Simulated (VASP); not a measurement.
# Zn36O35 (a cell with a defect) in VASP: notebook, part 2 of 2

VASP 6.6.1.

### Step 3. Single point, PBE (atoms taken out, then relaxed in part)

INCAR reads:

```
SYSTEM = Zn36O35
  PREC = Accurate
  ENCUT = 520
  EDIFF = 1E-7
  ISMEAR = 0
  SIGMA = 0.01
  LREAL = Auto
  LASPH = .True.
  NELM = 60
  ALGO = Normal
  ISIF = 2
  LWAVE = .False.
  LCHARG = .False.
  GGA = PE
  NBANDS = 362
  NELECT = 640.0
```

KPOINTS reads:

```
regular mesh
0
Gamma
  1 1 1
  0 0 0
```

POSCAR reads:

```
Zn36O35
1.0
    9.8381723382     -0.0000000001      0.0000000000
   -4.9190861692     -8.5201071717      0.0000000000
    0.0000000000      0.0000000000    -10.5864663484
Zn O
36 35
Direct
    0.1111111111      0.5555555556      0.2965595905
    0.1111111111      0.5555555556      0.7468665623
    0.4462352060      0.5568212565      0.2525496548
    0.4493974127      0.5584784638      0.7461498648
    0.1098454102      0.2204314606      0.2525496548
    0.1081882028      0.2172692540      0.7461498648
    0.7772527171      0.5568212565      0.2525496548
    0.7757477178      0.5584784638      0.7461498648
    0.4444444444      0.2222222222      0.2501347872
    0.4444444444      0.2222222222      0.7493923201
    0.1098454102      0.8894139496      0.2525496548
    0.1081882028      0.8909189488      0.7461498648
    0.7772527171      0.2204314606      0.2525496548
    0.7757477178      0.2172692540      0.7461498648
    0.4462352060      0.8894139496      0.2525496548
    0.4493974127      0.8909189488      0.7461498648
    0.7777777778      0.8888888889      0.2497854519
    0.7777777778      0.8888888889      0.7484084340
    0.8834168695      0.4417084348      0.5046999921
    0.8408657900      0.4204328950      0.9843178241
    0.2249582319      0.4417084348      0.5046999921
    0.2462337716      0.4204328950      0.9843178241
    0.8880402247      0.1094137826      0.4986592801
    0.8876183914      0.1085701161      0.9976035399
    0.5547667379      0.4428668091      0.4984658641
    0.5558407394      0.4450148122      1.0005418736
    0.2237998576      0.1118999288      0.4984658641
    0.2216518545      0.1108259272      1.0005418736
    0.8880402247      0.7786264420      0.4986592801
    0.8876183914      0.7790482753      0.9976035399
    0.5547667379      0.1118999288      0.4984658641
    0.5558407394      0.1108259272      1.0005418736
    0.2249582319      0.7832497971      0.5046999921
    0.2462337716      0.8258008766      0.9843178241
    0.5572528840      0.7786264420      0.4986592801
    0.5580965506      0.7790482753      0.9976035399
    0.1111111111      0.5555555556      0.5568226227
    0.4443015455      0.5570759947      0.0618812453
    0.4461859907      0.5563066557      0.5593586562
    0.1095906720      0.2223651212      0.0618812453
    0.1103600110      0.2204806760      0.5593586562
    0.7794411159      0.5570759947      0.0618812453
    0.7767873317      0.5563066557      0.5593586562
    0.4444444444      0.2222222222      0.0599612690
    0.4444444444      0.2222222222      0.5611424331
    0.1095906720      0.8872255508      0.0618812453
    0.1103600110      0.8898793350      0.5593586562
    0.7794411159      0.2223651212      0.0618812453
    0.7767873317      0.2204806760      0.5593586562
    0.4443015455      0.8872255508      0.0618812453
    0.4461859907      0.8898793350      0.5593586562
    0.7777777778      0.8888888889      0.0604791851
    0.7777777778      0.8888888889      0.5604557245
    0.8872546756      0.4436273378      0.3112223821
    0.8887512798      0.4443756399      0.8075094546
    0.2230393289      0.4436273378      0.3112223821
    0.2222910268      0.4443756399      0.8075094546
    0.8888083662      0.1109500657      0.3097767266
    0.8889224004      0.1111781342      0.8102921114
    0.5553426838      0.4440187009      0.3093844040
    0.5556291523      0.4445916379      0.8124025098
    0.2226479658      0.1113239829      0.3093844040
    0.2220750288      0.1110375144      0.8124025098
    0.8888083662      0.7778583005      0.3097767266
    0.8889224004      0.7777442663      0.8102921114
    0.5553426838      0.1113239829      0.3093844040
    0.5556291523      0.1110375144      0.8124025098
    0.2230393289      0.7794119911      0.3112223821
    0.2222910268      0.7779153868      0.8075094546
    0.5557166010      0.7778583005      0.3097767266
    0.5554885325      0.7777442663      0.8102921114
```

Potentials or basis: VASP PAW PBE potentials, release 64 (Zn, O).

Started as:

```console
> cat potpaw_PBE.64/Zn/POTCAR potpaw_PBE.64/O/POTCAR > POTCAR
> mpirun -np 1 vasp_gam > vasp.out
```

OUTCAR:

```text
SYSTEM = Zn36O35
   PREC = Accurate
   ENCUT = 520
   EDIFF = 1E-7
   ISMEAR = 0
   LREAL = Auto
   LASPH = .True.
   NELM = 60
   ISIF = 2
   GGA = PE
   NELECT = 640.0

 ion  position               nearest neighbor table
   1  0.111  0.556  0.297-  54 1.91  68 1.91  56 1.91  33 2.94  19 2.94  21 2.94
   2  0.111  0.556  0.747-  69 2.00  55 2.00  57 2.00  37 2.01
   3  0.446  0.557  0.253-  70 1.98  60 1.98  56 2.00  38 2.02
   4  0.449  0.558  0.746-  39 1.98  71 1.99  61 2.00  57 2.04
   5  0.110  0.220  0.253-  58 1.98  62 1.98  56 2.00  40 2.02
   6  0.108  0.217  0.746-  41 1.98  59 1.99  63 2.00  57 2.04
   7  0.777  0.557  0.253-  64 1.98  60 1.98  54 2.00  42 2.02
[... 9 lines left out ...]
  17  0.778  0.889  0.250-  70 2.00  64 2.00  58 2.00  52 2.00
[... 52 lines left out ...]
  70  0.556  0.778  0.310-   3 1.98  15 1.98  17 2.00  35 2.00
  71  0.555  0.778  0.810-  36 1.98  16 1.99   4 1.99  18 2.00

  LATTYP: Found a hexagonal cell.
 ALAT       =     9.8381723382
 C/A-ratio  =     1.0760602665

  Lattice vectors:

 A1 = (   9.8381723382,  -0.0000000001,   0.0000000000)
 A2 = (  -4.9190861692,  -8.5201071717,   0.0000000000)
 A3 = (   0.0000000000,   0.0000000000, -10.5864663484)

Analysis of symmetry for initial positions (statically):
=====================================================================
 Subroutine PRICEL returns:
 Original cell was already a primitive cell.

 Routine SETGRP: Setting up the symmetry group for a
 hexagonal supercell.

 Subroutine GETGRP returns: Found  6 space group operations
 (whereof  2 operations were pure point group operations)
 out of a pool of 24 trial point group operations.

The static configuration has the point symmetry C_1h.
 The point group associated with its full space group is C_3v.

Analysis of symmetry for dynamics (positions and initial velocities):
=====================================================================
 Subroutine PRICEL returns:
 Original cell was already a primitive cell.
[... 247 lines left out ...]
   LORBIT       =      0    0 simple, 1 ext, 2 COOP (PROOUT), +10 PAW based schemes
   GGA     = PE    functional components
   LHFCALC =     F    Hartree Fock is set to
   AEXX    =    0.0000 exact exchange contribution
   IVDW    =     0    specifies the selected vdW correction
   LEPSILON=     F    determine dielectric tensor
   LRPA    =     F    only Hartree local field effects (RPA)
 non-spin polarized calculation
 Gauss-broadening in eV      SIGMA  =   0.01
  energy-cutoff  :      520.00
  volume of cell :      887.38
 maximum number of plane-waves:     11978
 NGX is ok and might be reduce to    80
   NGX = 37   NGY = 37   NGZ = 39

 number of electron     639.9999978 magnetization

 Free energy of the ion-electron system (eV)
  ---------------------------------------------------
  ext. energy  EPLUGINS =         0.00000000
  ---------------------------------------------------
  free energy    TOTEN  =      -314.36485263 eV

  energy without entropy =     -314.36485263  energy(sigma->0) =     -314.36485263

 E-fermi :   0.9908     XC(G=0): -10.5884

 val. band max:        0.9297960851   @ k =   0.0000   0.0000   0.0000
 cond. band min:       1.4835479122   @ k =   0.0000   0.0000   0.0000
 fundamental gap:      0.5537518271
 Fermi energy:         0.9907517598

 k-point     1 :       0.0000    0.0000    0.0000
  band No.  band energies     occupation
      1     -17.0143      2.00000
      2     -16.7114      2.00000
      3     -16.7114      2.00000
      4     -16.7015      2.00000
      5     -16.6851      2.00000
      6     -16.6458      2.00000
[... 324 lines left out ...]
    331       5.5604      0.00000
    332       5.8047      0.00000
 [bands above 332 left out]

------------------------ aborting loop because EDIFF is reached ----------------------------------------

  FORCE on cell =-STRESS in cart. coord.  units (eV):
  Direction    XX          YY          ZZ          XY          YZ          ZX
  --------------------------------------------------------------------------------------
  -------------------------------------------------------------------------------------
  Total        1.1845573      1.1845573     -3.8853660      0.0000000      0.0000000      0.0000000
  in kB        2.1387309      2.1387309     -7.0150701      0.0000000      0.0000000      0.0000000
  external PRESSURE =      -0.9125361 kB  Pullay stress =       0.0000000 kB

 VOLUME and BASIS-vectors are now :
 -----------------------------------------------------------------------------
  energy-cutoff  :      520.00
  volume of cell :      887.38
      direct lattice vectors                 reciprocal lattice vectors
     9.838172338 -0.000000000  0.000000000     0.101644896 -0.058684708  0.000000000
    -4.919086169 -8.520107172  0.000000000    -0.000000000 -0.117369416  0.000000000
     0.000000000  0.000000000-10.586466348     0.000000000  0.000000000 -0.094460226

 POSITION                                       TOTAL-FORCE (eV/Angst)
 -----------------------------------------------------------------------------------
     -1.63970     -4.73339     -3.13952         0.000000     -0.000000      0.021763
     -1.63970     -4.73339     -7.90668         0.000000     -0.000000     -0.011047
      1.65109     -4.74418     -2.67361        -0.013432      0.006214      0.000614
      1.67405     -4.75830     -7.89909        -0.002983     -0.001387     -0.002310
     -0.00364     -1.87810     -2.67361        -0.001335     -0.014740      0.000614
     -0.00439     -1.85116     -7.89909        -0.002692     -0.001890     -0.002310
[... 63 lines left out ...]
      1.64088     -6.62744     -3.27944         0.004345     -0.002509      0.001540
      1.63920     -6.62646     -8.57813        -0.003307      0.001909      0.003606
 -----------------------------------------------------------------------------------
    total drift:                                0.000128     -0.000071      0.016710

  FREE ENERGIE OF THE ION-ELECTRON SYSTEM (eV)
  ---------------------------------------------------
  free  energy   TOTEN  =      -314.3648526348 eV

  energy  without entropy=     -314.3648526348  energy(sigma->0) =     -314.36485263
```

OSZICAR:

```text
N       E                     dE             d eps       ncg     rms          rms(c)
DAV:   1     0.128300997096E+05    0.12830E+05   -0.29565E+05   724   0.293E+03
DAV:   2     0.312482451016E+04   -0.97053E+04   -0.93977E+04   724   0.860E+02
DAV:   3     0.131684265064E+03   -0.29931E+04   -0.27954E+04   758   0.342E+02
[... 19 lines left out ...]
DAV:  23    -0.314364853765E+03    0.23927E-05   -0.77988E-06  1176   0.183E-02    0.501E-03
DAV:  24    -0.314364853349E+03    0.41648E-06   -0.33909E-06  1032   0.879E-03    0.303E-03
DAV:  25    -0.314364852880E+03    0.46891E-06   -0.62541E-07   776   0.478E-03    0.163E-03
DAV:  26    -0.314364852685E+03    0.19465E-06   -0.38170E-07   568   0.276E-03    0.987E-04
DAV:  27    -0.314364852635E+03    0.50219E-07   -0.13949E-07   448   0.207E-03
   1 F= -.31436485E+03 E0= -.31436485E+03  d E =-.823281E-18
```

stdout:

```text
POSCAR found type information on POSCAR ZnO
 POSCAR found :  2 types and      71 ions
 scaLAPACK will be used
 LDA part: xc-table for (Slater+PW92), standard interpolation
 POSCAR, INCAR and KPOINTS ok, starting setup
 FFT: planning ... GRIDC
 FFT: planning ... GRID_SOFT
 FFT: planning ... GRID
 WAVECAR not read
 entering main loop
 the old and the new charge density differ
 old charge density:   642.00000 new  640.00000
    0.597E+01
```

Run time: 34 min. Hardware: 1 thread of Oxide Virtual Turin-like, shared host; peak memory 0.96 GiB.

What came out:

```yaml
Free_energy: -314.3649 eV
Largest_force: 0.044 eV/Å
```

Forces on the atoms (eV/Å):
```
Zn   0.000  0.000  0.022
Zn   0.000  0.000 -0.011
Zn  -0.013  0.006  0.001
Zn  -0.003 -0.001 -0.002
Zn  -0.001 -0.015  0.001
Zn  -0.003 -0.002 -0.002
Zn   0.013  0.006  0.001
Zn   0.003 -0.001 -0.002
Zn   0.000  0.000 -0.002
Zn   0.000  0.000 -0.009
Zn   0.012  0.009  0.001
Zn   0.000  0.003 -0.002
Zn   0.001 -0.015  0.001
Zn   0.003 -0.002 -0.002
Zn  -0.012  0.009  0.001
Zn   0.000  0.003 -0.002
Zn   0.000  0.000 -0.003
Zn   0.000  0.000 -0.006
Zn  -0.010  0.006 -0.003
Zn   0.026 -0.015 -0.003
Zn   0.010  0.006 -0.003
Zn  -0.026 -0.015 -0.003
Zn   0.000 -0.002  0.001
Zn   0.000 -0.007 -0.011
Zn   0.000  0.000  0.001
Zn   0.000 -0.011 -0.016
Zn   0.000  0.000  0.001
Zn  -0.009  0.005 -0.016
Zn   0.002  0.001  0.001
Zn   0.006  0.003 -0.011
Zn   0.000  0.000  0.001
Zn   0.009  0.005 -0.016
Zn   0.000 -0.011 -0.003
Zn   0.000  0.030 -0.003
Zn  -0.002  0.001  0.001
Zn  -0.006  0.003 -0.011
O    0.000  0.000  0.018
O    0.010 -0.024 -0.017
O   -0.001 -0.004  0.007
O   -0.016  0.020 -0.017
O   -0.004  0.001  0.007
O   -0.010 -0.024 -0.017
O    0.001 -0.004  0.007
O    0.000  0.000 -0.002
O    0.000  0.000 -0.003
O   -0.026  0.003 -0.017
O   -0.003  0.003  0.007
O    0.016  0.020 -0.017
O    0.004  0.001  0.007
O    0.026  0.003 -0.017
O    0.003  0.003  0.007
O    0.000  0.000 -0.003
O    0.000  0.000  0.000
O   -0.036  0.021  0.012
O    0.013 -0.008  0.032
O    0.036  0.021  0.012
O   -0.013 -0.008  0.032
O    0.000  0.005  0.002
O    0.000 -0.004  0.004
O    0.000  0.006  0.000
O    0.000  0.007  0.003
O    0.005 -0.003  0.000
O    0.006 -0.004  0.003
O   -0.004 -0.003  0.002
O    0.003  0.002  0.004
O   -0.005 -0.003  0.000
O   -0.006 -0.004  0.003
O    0.000 -0.042  0.012
O    0.000  0.015  0.032
O    0.004 -0.003  0.002
O   -0.003  0.002  0.004
```

Levels at points of the mesh, in eV from the Fermi level:
```csv
k point,band 318,band 319,band 320,band 321,band 322,band 323
"(0.00, 0.00, 0.00)",-0.18,-0.06,-0.06,0.49,2.62,3.07
```

Caveat: the k points lie up to 0.74 Å⁻¹ apart; the cell carries a net charge on a neutralising background, which shifts energy and pressure; the cell differs from its parent crystal (atoms taken out, then relaxed in part); the cell is charged against a uniform background, so pressure and absolute levels hang on convention.
